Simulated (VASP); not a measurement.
PtSe2 (Sudovikovite): single point with PBEsol

Crystal: PtSe2 (Sudovikovite).

```
CELL_PARAMETERS angstrom
3.77301 0.00000 0.00000
-1.88650 3.26752 0.00000
0.00000 0.00000 5.12861
ATOMIC_POSITIONS crystal
Pt 0.00000 0.00000 0.00000
Se 0.33333 0.66667 0.25000
Se 0.66667 0.33333 0.75000
```

- Program: VASP 6.6.1
- Task: single point
- Functional: PBEsol
- Potentials or basis: VASP PAW PBE potentials, release 64 (Pt, Se)
- Cutoff: 500 eV
- k mesh: 8 × 8 × 6
- Occupations: fermi-dirac, width 0.1 eV
- Spin: no spin polarisation
- Dipole correction: no
- Further INCAR settings: ALGO = Normal; EDIFF = 1e-06; NBANDS = 18

The pressure is -2.7 GPa. The largest force is 0.128 eV/Å and the band gap on the k mesh is zero (band 11 reaches 6.26 eV, above the bottom of band 12 at 5.95 eV).

Forces on the atoms (eV/Å):
```
Pt   0.000  0.000  0.000
Se   0.000  0.000 -0.128
Se   0.000  0.000  0.128
```

Stress tensor (GPa, compression positive):
```
-2.77  0.00  0.00
 0.00 -2.77  0.00
 0.00  0.00 -2.60
```

Levels at points of the mesh, in eV from the Fermi level:
```tsv
k point	band 9	band 10	band 11	band 12	band 13	band 14
(0.00, 0.00, 0.00)	-0.97	-0.97	0.44	1.44	1.44	3.63
(0.50, 0.00, 0.00)	-3.27	-3.20	-2.84	0.66	2.27	4.66
(0.00, 0.00, 0.50)	-1.69	-1.39	-1.39	2.23	2.23	4.77
(0.50, 0.00, 0.50)	-3.02	-2.68	-1.28	1.00	1.43	4.42
```

Run time: 72 s on 1 thread of Intel Xeon 8259CL, with other jobs on the host, peak memory 0.21 GiB.

Caveat: the PAW data sets were made with another functional, which shifts forces and pressure a little; spin-orbit coupling is left out, which moves the levels of the heavy elements.
